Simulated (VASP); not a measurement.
# YSe (Fm-3m) in VASP: single point with LDA

Aim: the single point of YSe with LDA.

Program: VASP 6.6.1. These are calculated values, not measurements. Logs are shortened: lines on timing, memory, paths and dates and some standing lists are left out, and cuts for length are marked.

### Step 1. The cell of the first run

Symmetry: Fm-3m, No. 225, cubic system. Conventional cell: a = 5.703 Å, b = 5.703 Å, c = 5.703 Å, α = 90.00°, β = 90.00°, γ = 90.00°. Within 3.8 Å of Y (site symmetry m-3m) lie 6 Se at 2.85 Å. Within 3.8 Å of Se (site symmetry m-3m) lie 6 Y at 2.85 Å.

### Step 2. Single point, LDA

Contents of INCAR:

```
PREC = Accurate ; ENCUT = 500
EDIFF = 1E-6 ; ISMEAR = -1
SIGMA = 0.1 ; LREAL = False
LASPH = True ; NELM = 120
ALGO = Normal ; ISIF = 2
LWAVE = False ; LCHARG = False
GGA = CA ; ISYM = 0
NBANDS = 16 ; GGA_COMPAT = False
```

Contents of KPOINTS:

```
Automatic mesh
0
Gamma
  4 4 4
  0.5 0.5 0.5
```

Contents of POSCAR:

```
YSe
1.0
    0.0000000000      2.8515000000      2.8515000000
    2.8515000000      0.0000000000      2.8515000000
    2.8515000000      2.8515000000      0.0000000000
Y Se
1 1
Direct
    0.5000000000      0.5000000000      0.5000000000
    0.0000000000      0.0000000000      0.0000000000
```

Potentials or basis: VASP PAW LDA potentials, release 64 (Y_sv, Se).

On the command line:

```console
> cat potpaw_LDA.64/Y_sv/POTCAR potpaw_LDA.64/Se/POTCAR > POTCAR
> mpirun -np 1 vasp_std > vasp.out
```

OUTCAR:

```text
PREC = Accurate
   ENCUT = 500
   EDIFF = 1E-6
   ISMEAR = -1
   LREAL = False
   LASPH = True
   NELM = 120
   ISIF = 2
   GGA = CA
   ISYM = 0

 ion  position               nearest neighbor table
   1  0.500  0.500  0.500-   2 2.85   2 2.85   2 2.85   2 2.85   2 2.85   2 2.85
   2  0.000  0.000  0.000-   1 2.85   1 2.85   1 2.85   1 2.85   1 2.85   1 2.85

IMPORTANT INFORMATION: All symmetrisations will be switched off!
NOSYMM: (Re-)initialisation of all symmetry stuff for point group C_1.

----------------------------------------------------------------------------------------

                                     Primitive cell

  volume of cell :      46.3714

  direct lattice vectors                    reciprocal lattice vectors
     0.000000000  2.851500000  2.851500000    -0.175346309  0.175346309  0.175346309
     2.851500000  0.000000000  2.851500000     0.175346309 -0.175346309  0.175346309
     2.851500000  2.851500000  0.000000000     0.175346309  0.175346309 -0.175346309

  length of vectors
     4.032629973  4.032629973  4.032629973     0.303708716  0.303708716  0.303708716

  position of ions in fractional coordinates (direct lattice)
     0.500000000  0.500000000  0.500000000
     0.000000000  0.000000000  0.000000000

  ion indices of the primitive-cell ions
   primitive index   ion index
                 1           1
                 2           2

----------------------------------------------------------------------------------------

 KPOINTS: Automatic mesh

Automatic generation of k-mesh.
 Grid dimensions read from file:
 generate k-points for:    4    4    4

 Generating k-lattice:

  Cartesian coordinates                     Fractional coordinates (reciprocal lattice)
    -0.043836577  0.043836577  0.043836577     0.250000000  0.000000000  0.000000000
     0.043836577 -0.043836577  0.043836577     0.000000000  0.250000000  0.000000000
     0.043836577  0.043836577 -0.043836577     0.000000000  0.000000000  0.250000000

  Length of vectors
     0.075927179  0.075927179  0.075927179

  Shift w.r.t. Gamma in fractional coordinates (k-lattice)
     0.500000000  0.500000000  0.500000000

 Subroutine IBZKPT returns following result:
 ===========================================

 Found    128 irreducible k-points:

 Following reciprocal coordinates:
            Coordinates               Weight
  0.125000  0.125000  0.125000      2.000000
  0.125000  0.000000  0.000000      2.000000
  0.000000  0.000000 -0.125000      2.000000
  0.000000  0.125000  0.000000      2.000000
  0.375000  0.125000  0.125000      2.000000
  0.125000  0.375000  0.125000      2.000000
[... 16 lines left out ...]
  0.000000  0.500000 -0.125000      2.000000
  0.500000  0.000000 -0.125000      2.000000
 [... further k-points ...]
   k-points           NKPTS =    128   k-points in BZ     NKDIM =    128   number of bands    NBANDS=     16
   number of dos      NEDOS =    301   number of ions     NIONS =      2
   total plane-waves  NPLWV =  27000
   dimension x,y,z NGX =    30 NGY =   30 NGZ =   30
   dimension x,y,z NGXF=    60 NGYF=   60 NGZF=   60
   ions per type =               1   1
   NGX,Y,Z   is equivalent  to a cutoff of  12.37, 12.37, 12.37 a.u.
   NGXF,Y,Z  is equivalent  to a cutoff of  24.74, 24.74, 24.74 a.u.
 SYSTEM =  unknown system
   PREC   = accura    normal or accurate (medium, high low for compatibility)
   ISTART =      0    job   : 0-new  1-cont  2-samecut
   ICHARG =      2    charge: 1-file 2-atom 10-const
   ISPIN  =      1    spin polarized calculation?
   LNONCOLLINEAR =      F non collinear calculations
   LSORBIT =      F    spin-orbit coupling
   LASPH  =      T    aspherical Exc in radial PAW
   ENCUT  =  500.0 eV  36.75 Ry    6.06 a.u.   7.35  7.35  7.35*2*pi/ulx,y,z
   NELM   =    120;   NELMIN=  2; NELMDL= -5     # of ELM steps
   EDIFF  = 0.1E-05   stopping-criterion for ELM
   LREAL  =      F    real-space projection
   EDIFFG = 0.1E-04   stopping-criterion for IOM
   NSW    =      0    number of steps for IOM
   IBRION =     -1    ionic relax: 0-MD 1-quasi-New 2-CG
   NFREE  =      0    steps in history (QN), initial steepest desc. (CG)
   ISIF   =      2    stress and relaxation
   ISYM   =      0    0-nonsym 1-usesym 2-fastsym
   POTIM  = 0.5000    time-step for ionic-motion
   TEBEG  =    0.0;   TEEND  =   0.0 temperature during run
   PSTRESS=    0.0 pullay stress
   NELECT =      17.0000    total number of electrons
   NUPDOWN=      -1.0000    fix difference up-down
   EMIN   =  10.00;   EMAX   =-10.00  energy-range for DOS
   EFERMI =   0.00;   METHOD = LEGACY
   ISMEAR =    -1;   SIGMA  =   0.10  broadening in eV -4-tet -1-fermi 0-gaus
   EFERMI_NEDOS =   21; number of points for ismear=-14 and -15
   IALGO  =     38    algorithm
   IMIX   =      4    mixing-type and parameters
     AMIX     =   0.40;   BMIX     =  1.00
     AMIX_MAG =   1.60;   BMIX_MAG =  1.00
  volume/ion in A,a.u.               =      23.19       156.46
  Fermi-wavevector in a.u.,A,eV,Ry     =   1.171677  2.214148 18.678433  1.372826
  Thomas-Fermi vector in A             =   2.308117
   LORBIT       =      0    0 simple, 1 ext, 2 COOP (PROOUT), +10 PAW based schemes
   GGA     = CA    functional components
   LHFCALC =     F    Hartree Fock is set to
   AEXX    =    0.0000 exact exchange contribution
   IVDW    =     0    specifies the selected vdW correction
   LEPSILON=     F    determine dielectric tensor
   LRPA    =     F    only Hartree local field effects (RPA)
 non-spin polarized calculation
  energy-cutoff  :      500.00
  volume of cell :       46.37
 maximum number of plane-waves:      1203
 NGX is ok and might be reduce to    30
   NGX = 15   NGY = 15   NGZ = 15

 number of electron      17.0000000 magnetization

 Free energy of the ion-electron system (eV)
  ---------------------------------------------------
  ext. energy  EPLUGINS =         0.00000000
  ---------------------------------------------------
  free energy    TOTEN  =       -14.90992153 eV

  energy without entropy =      -14.85811254  energy(sigma->0) =      -14.88401703

 E-fermi :   6.0697     XC(G=0): -10.5210

 val. band max:        5.9689749589   @ k =  -0.1250   0.2500   0.5000
 cond. band min:       6.0934302539   @ k =   0.1250   0.0000   0.0000
 fundamental gap:      0.1244552950
 Fermi energy:         6.0696879449

 k-point     1 :       0.1250    0.1250    0.1250
  band No.  band energies     occupation
      1     -37.2707      2.00000
      2     -17.4176      2.00000
      3     -17.3717      2.00000
      4     -17.3717      2.00000
      5      -8.9950      2.00000
      6       2.1422      2.00000
[... 8 lines left out ...]
     15      12.9029      0.00000
     16      16.5670      0.00000

 k-point     2 :       0.1250    0.0000    0.0000
  band No.  band energies     occupation
      1     -37.2707      2.00000
      2     -17.4176      2.00000
      3     -17.3717      2.00000
      4     -17.3717      2.00000
      5      -8.9950      2.00000
      6       2.1422      2.00000
[... 8 lines left out ...]
     15      12.9029      0.00000
     16      16.5670      0.00000

 k-point     3 :       0.0000    0.0000   -0.1250
  band No.  band energies     occupation
      1     -37.2707      2.00000
      2     -17.4176      2.00000
      3     -17.3717      2.00000
      4     -17.3717      2.00000
      5      -8.9950      2.00000
      6       2.1422      2.00000
[... 8 lines left out ...]
     15      12.9029      0.00000
     16      16.5670      0.00000

 k-point     4 :       0.0000    0.1250    0.0000
  band No.  band energies     occupation
      1     -37.2707      2.00000
      2     -17.4176      2.00000
      3     -17.3717      2.00000
      4     -17.3717      2.00000
      5      -8.9950      2.00000
      6       2.1422      2.00000
[... 8 lines left out ...]
     15      12.9029      0.00000
     16      16.5670      0.00000

 k-point     5 :       0.3750    0.1250    0.1250
  band No.  band energies     occupation
      1     -37.2602      2.00000
      2     -17.5683      2.00000
      3     -17.4149      2.00000
      4     -17.3764      2.00000
      5      -8.4331      2.00000
      6       0.1718      2.00000
[... 8 lines left out ...]
     15      13.5203      0.00000
     16      13.8455      0.00000

 k-point     6 :       0.1250    0.3750    0.1250
  band No.  band energies     occupation
      1     -37.2602      2.00000
      2     -17.5683      2.00000
      3     -17.4149      2.00000
      4     -17.3764      2.00000
      5      -8.4331      2.00000
      6       0.1718      2.00000
[... 8 lines left out ...]
     15      13.5203      0.00000
     16      13.8455      0.00000
[... 267 lines left out ...]
 k-point    21 :      -0.3750    0.5000    0.5000
  band No.  band energies     occupation
      1     -37.2541      2.00000
      2     -17.6588      2.00000
      3     -17.4115      2.00000
      4     -17.3984      2.00000
      5      -8.1013      2.00000
      6      -0.5755      2.00000
[... 8 lines left out ...]
     15      12.2881      0.00000
     16      12.9948      0.00000

 k-point    22 :       0.1250    0.5000    0.0000
  band No.  band energies     occupation
      1     -37.2541      2.00000
      2     -17.6588      2.00000
      3     -17.4115      2.00000
      4     -17.3984      2.00000
      5      -8.1013      2.00000
      6      -0.5755      2.00000
[... 8 lines left out ...]
     15      12.2881      0.00000
     16      12.9948      0.00000

 k-point    23 :       0.0000    0.5000   -0.1250
  band No.  band energies     occupation
      1     -37.2541      2.00000
      2     -17.6588      2.00000
      3     -17.4115      2.00000
      4     -17.3984      2.00000
      5      -8.1013      2.00000
      6      -0.5755      2.00000
[... 8 lines left out ...]
     15      12.2881      0.00000
     16      12.9948      0.00000

 k-point    24 :       0.5000    0.0000   -0.1250
  band No.  band energies     occupation
      1     -37.2541      2.00000
      2     -17.6588      2.00000
      3     -17.4115      2.00000
      4     -17.3984      2.00000
      5      -8.1013      2.00000
      6      -0.5755      2.00000
[... 8 lines left out ...]
     15      12.2881      0.00000
     16      12.9948      0.00000

 [... further k-points ...]
[... 5 lines left out ...]
  --------------------------------------------------------------------------------------
  -------------------------------------------------------------------------------------
  Total       -0.6840151     -0.6840038     -0.6840111     -0.0000005      0.0000013      0.0000035
  in kB      -23.6333959    -23.6330056    -23.6332586     -0.0000175      0.0000448      0.0001226
  external PRESSURE =     -23.6332201 kB  Pullay stress =       0.0000000 kB

 VOLUME and BASIS-vectors are now :
 -----------------------------------------------------------------------------
  energy-cutoff  :      500.00
  volume of cell :       46.37
      direct lattice vectors                 reciprocal lattice vectors
     0.000000000  2.851500000  2.851500000    -0.175346309  0.175346309  0.175346309
     2.851500000  0.000000000  2.851500000     0.175346309 -0.175346309  0.175346309
     2.851500000  2.851500000  0.000000000     0.175346309  0.175346309 -0.175346309

 POSITION                                       TOTAL-FORCE (eV/Angst)
 -----------------------------------------------------------------------------------
      2.85150      2.85150      2.85150         0.000001      0.000001      0.000000
      0.00000      0.00000      0.00000        -0.000001     -0.000001     -0.000000
 -----------------------------------------------------------------------------------
    total drift:                               -0.000001     -0.000004      0.000000

  FREE ENERGIE OF THE ION-ELECTRON SYSTEM (eV)
  ---------------------------------------------------
  free  energy   TOTEN  =       -14.9099215288 eV

  energy  without entropy=      -14.8581125359  energy(sigma->0) =      -14.88401703
```

It took 34 s on 1 thread of Intel Xeon 6975P-C (Granite Rapids), shared host; peak memory 0.24 GiB.

What came out:

```yaml
Free_energy: -14.9099 eV
Pressure: -2.4 GPa
Band_gap_on_the_k_mesh: zero (an odd number of electrons rules out a gap without spin polarisation)
```

Caveat: the k points lie up to 0.48 Å⁻¹ apart, too coarse for converged energies and pressures of a metal; an odd number of electrons without spin polarisation forces a metal; a magnetic or distorted state may lie lower.

The gap in the log of VASP goes by the Fermi energy; the results here count the filled bands.